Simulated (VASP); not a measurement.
# SrO (P1) in VASP: single point with LDA

Aim: the single point of SrO with LDA.

Everything below comes from runs of VASP 6.6.1. Logs are shortened: lines on timing, memory, paths and dates and some standing lists are left out, and cuts for length are marked.

## 1. The cell of the first run

The typed cell holds 4 atoms: a = 3.581 Å, b = 3.581 Å, c = 6.203 Å, α = 73.22°, β = 73.22°, γ = 60.00°.

## 2. Single point, LDA (atoms displaced along a vibrational mode)

The input, INCAR:

```
PREC = Accurate
ENCUT = 520
EDIFF = 1E-7
ISMEAR = 0
SIGMA = 0.05
LREAL = False
LASPH = True
NELM = 100
ALGO = Normal
ISIF = 2
LWAVE = False
LCHARG = False
GGA = CA
NBANDS = 24
```

The input, KPOINTS:

```
Automatic mesh
0
Gamma
  9 9 8
```

The input, POSCAR:

```
SrO
1.0
    0.0000000000     -2.5321850030     -2.5321850030
   -2.5321850030      0.0000000000     -2.5321850030
    2.5321850030      2.5321850030     -5.0643700061
Sr O
2 2
Direct
    0.0008166432     -0.0024499297      0.0008166432
    0.5008166432      0.4975500703      0.5008166432
    0.6859483993      0.8402331740      0.7455258692
    0.3051067567      0.1866013582      0.2455292867
```

Potentials or basis: VASP PAW LDA potentials, release 64 (Sr_sv, O).

The run is started by

```console
$ cat potpaw_LDA.64/Sr_sv/POTCAR potpaw_LDA.64/O/POTCAR > POTCAR
$ mpirun -np 1 vasp_std > vasp.out
```

OUTCAR:

```text
PREC = Accurate
   ENCUT = 520
   EDIFF = 1E-7
   ISMEAR = 0
   LREAL = False
   LASPH = True
   NELM = 100
   ISIF = 2
   GGA = CA

 ion  position               nearest neighbor table
   1  0.001  0.998  0.001-   4 2.39   3 2.39   4 2.50   3 2.51   4 2.68   3 2.78   2 3.58   2 3.58
                             2 3.58   2 3.58   2 3.58   2 3.58   2 5.06   2 5.06   2 5.06   2 5.06
   2  0.501  0.498  0.501-   3 2.29   4 2.40   4 2.58   3 2.59   4 2.69   3 2.69   1 3.58   1 3.58
                             1 3.58   1 3.58   1 3.58   1 3.58   1 5.06   1 5.06   1 5.06   1 5.06
   3  0.686  0.840  0.746-   2 2.29   1 2.39   1 2.51   2 2.59   2 2.69   1 2.78
   4  0.305  0.187  0.246-   1 2.39   2 2.40   1 2.50   2 2.58   1 2.68   2 2.69

  LATTYP: Found a trigonal (rhomboedric) cell.
 ALAT       =     6.2025611917
 COS(alpha) =     0.8333333333

  Lattice vectors:

 A1 = (   2.5321850030,   5.0643700060,  -2.5321850031)
 A2 = (   5.0643700060,   2.5321850030,  -2.5321850031)
 A3 = (   2.5321850030,   2.5321850030,  -5.0643700061)

Analysis of symmetry for initial positions (statically):
=====================================================================
 Subroutine PRICEL returns:
 Original cell was already a primitive cell.

 Routine SETGRP: Setting up the symmetry group for a
 trigonal (rhombohedral) supercell.

 Subroutine GETGRP returns: Found  1 space group operations
 (whereof  1 operations were pure point group operations)
 out of a pool of 12 trial point group operations.

The static configuration has the point symmetry C_1 .

Analysis of symmetry for dynamics (positions and initial velocities):
=====================================================================
 Subroutine PRICEL returns:
 Original cell was already a primitive cell.

 Routine SETGRP: Setting up the symmetry group for a
 trigonal (rhombohedral) supercell.

 Subroutine GETGRP returns: Found  1 space group operations
 (whereof  1 operations were pure point group operations)
 out of a pool of 12 trial point group operations.

The dynamic configuration has the point symmetry C_1 .

 Subroutine INISYM returns: Found  1 space group operations
 (whereof  1 operations are pure point group operations),
 and found     1 'primitive' translations

----------------------------------------------------------------------------------------

                                     Primitive cell

  volume of cell :      64.9451
[... 109 lines left out ...]
   ISPIN  =      1    spin polarized calculation?
   LNONCOLLINEAR =      F non collinear calculations
   LSORBIT =      F    spin-orbit coupling
   LASPH  =      T    aspherical Exc in radial PAW
   ENCUT  =  520.0 eV  38.22 Ry    6.18 a.u.   6.66  6.66 11.53*2*pi/ulx,y,z
   NELM   =    100;   NELMIN=  2; NELMDL= -5     # of ELM steps
   EDIFF  = 0.1E-06   stopping-criterion for ELM
   LREAL  =      F    real-space projection
   EDIFFG = 0.1E-05   stopping-criterion for IOM
   NSW    =      0    number of steps for IOM
   IBRION =     -1    ionic relax: 0-MD 1-quasi-New 2-CG
   NFREE  =      0    steps in history (QN), initial steepest desc. (CG)
   ISIF   =      2    stress and relaxation
   ISYM   =      2    0-nonsym 1-usesym 2-fastsym
   POTIM  = 0.5000    time-step for ionic-motion
   TEBEG  =    0.0;   TEEND  =   0.0 temperature during run
   PSTRESS=    0.0 pullay stress
   NELECT =      32.0000    total number of electrons
   NUPDOWN=      -1.0000    fix difference up-down
   EMIN   =  10.00;   EMAX   =-10.00  energy-range for DOS
   EFERMI =   0.00;   METHOD = LEGACY
   ISMEAR =     0;   SIGMA  =   0.05  broadening in eV -4-tet -1-fermi 0-gaus
   EFERMI_NEDOS =   21; number of points for ismear=-14 and -15
   IALGO  =     38    algorithm
   IMIX   =      4    mixing-type and parameters
     AMIX     =   0.40;   BMIX     =  1.00
     AMIX_MAG =   1.60;   BMIX_MAG =  1.00
  volume/ion in A,a.u.               =      16.24       109.57
  Fermi-wavevector in a.u.,A,eV,Ry     =   1.293032  2.443477 22.748025  1.671933
  Thomas-Fermi vector in A             =   2.424703
   LORBIT       =      0    0 simple, 1 ext, 2 COOP (PROOUT), +10 PAW based schemes
   GGA     = CA    functional components
   LHFCALC =     F    Hartree Fock is set to
   AEXX    =    0.0000 exact exchange contribution
   IVDW    =     0    specifies the selected vdW correction
   LEPSILON=     F    determine dielectric tensor
   LRPA    =     F    only Hartree local field effects (RPA)
 non-spin polarized calculation
 Gauss-broadening in eV      SIGMA  =   0.05
  energy-cutoff  :      520.00
  volume of cell :       64.95
 maximum number of plane-waves:      1773
   NGX = 13   NGY = 13   NGZ = 23

 number of electron      32.0000004 magnetization

 Free energy of the ion-electron system (eV)
  ---------------------------------------------------
  ext. energy  EPLUGINS =         0.00000000
  ---------------------------------------------------
  free energy    TOTEN  =       -26.43514152 eV

  energy without entropy =      -26.43514152  energy(sigma->0) =      -26.43514152

 E-fermi :   1.9453     XC(G=0): -10.7278

 val. band max:        1.6881443106   @ k =   0.0000   0.0000   0.0000
 cond. band min:       4.7055320288   @ k =   0.0000   0.4444   0.5000
 fundamental gap:      3.0173877182
 Fermi energy:         1.9452553694

 k-point     1 :       0.0000    0.0000    0.0000
  band No.  band energies     occupation
      1     -30.3313      2.00000
      2     -30.1476      2.00000
      3     -15.0981      2.00000
      4     -13.2944      2.00000
      5     -12.1421      2.00000
      6     -12.1228      2.00000
[... 637 lines left out ...]
     23      10.9301      0.00000
     24      11.3477      0.00000

 [... further k-points ...]
[... 5 lines left out ...]
  --------------------------------------------------------------------------------------
  -------------------------------------------------------------------------------------
  Total        2.6460637      1.4876944      0.2521179      0.6820871      0.0065490     -0.2582967
  in kB       65.2776625     36.7010098      6.2196781     16.8269016      0.1615630     -6.3721072
  external PRESSURE =      36.0661168 kB  Pullay stress =       0.0000000 kB

 VOLUME and BASIS-vectors are now :
 -----------------------------------------------------------------------------
  energy-cutoff  :      520.00
  volume of cell :       64.95
      direct lattice vectors                 reciprocal lattice vectors
     0.000000000 -2.532185003 -2.532185003     0.098728963 -0.296186890 -0.098728963
    -2.532185003  0.000000000 -2.532185003    -0.296186890  0.098728963 -0.098728963
     2.532185003  2.532185003 -5.064370006     0.098728963  0.098728963 -0.098728963

 POSITION                                       TOTAL-FORCE (eV/Angst)
 -----------------------------------------------------------------------------------
     -2.52391      0.00000     -2.53219         0.044805     -0.020582      0.003781
      0.00827      0.00000     -5.06437        -0.503601     -0.042509      0.018140
     -0.23982      0.15086     -7.64019         1.339620     -0.730688      0.183443
      0.14922     -0.15086     -2.48855        -0.880824      0.793779     -0.205364
 -----------------------------------------------------------------------------------
    total drift:                               -0.000075     -0.000043      0.000090

  FREE ENERGIE OF THE ION-ELECTRON SYSTEM (eV)
  ---------------------------------------------------
  free  energy   TOTEN  =       -26.4351415186 eV

  energy  without entropy=      -26.4351415186  energy(sigma->0) =      -26.43514152
```

It took 15 min on 1 thread of Intel Xeon Platinum 8259CL at 2.50GHz (Skylake/Cascade Lake), shared host; peak memory 0.49 GiB.

What came out:

```yaml
Free_energy: -26.4351 eV
Pressure: 3.6 GPa
Largest_force: 1.537 eV/Å
Band_gap_on_the_k_mesh: 3.02 eV (least direct gap 3.15 eV)
```

Forces on the atoms (eV/Å):
```
Sr   0.045 -0.021  0.004
Sr  -0.504 -0.043  0.018
O    1.340 -0.731  0.183
O   -0.881  0.794 -0.205
```

Stress tensor (GPa, compression positive):
```
 6.53  1.68 -0.64
 1.68  3.67  0.02
-0.64  0.02  0.62
```

Levels at points of the mesh, in eV from the valence-band top:
| k point | band 14 | band 15 | band 16 | band 17 | band 18 | band 19 |
| --- | --- | --- | --- | --- | --- | --- |
| (0.00, 0.00, 0.00) | -0.14 | -0.11 | 0.00 | 3.85 | 5.56 | 6.09 |
| (0.00, 0.00, 0.50) | -0.98 | -0.67 | -0.62 | 5.64 | 5.71 | 6.02 |

Caveat: the cell differs from its parent crystal (atoms displaced along a vibrational mode); the cell stands under pressure; an odd mesh through Γ misses points on the zone boundary, where band edges can lie; forces of over 1 eV/Å act on the atoms, so gaps and moduli don't describe the material at rest.
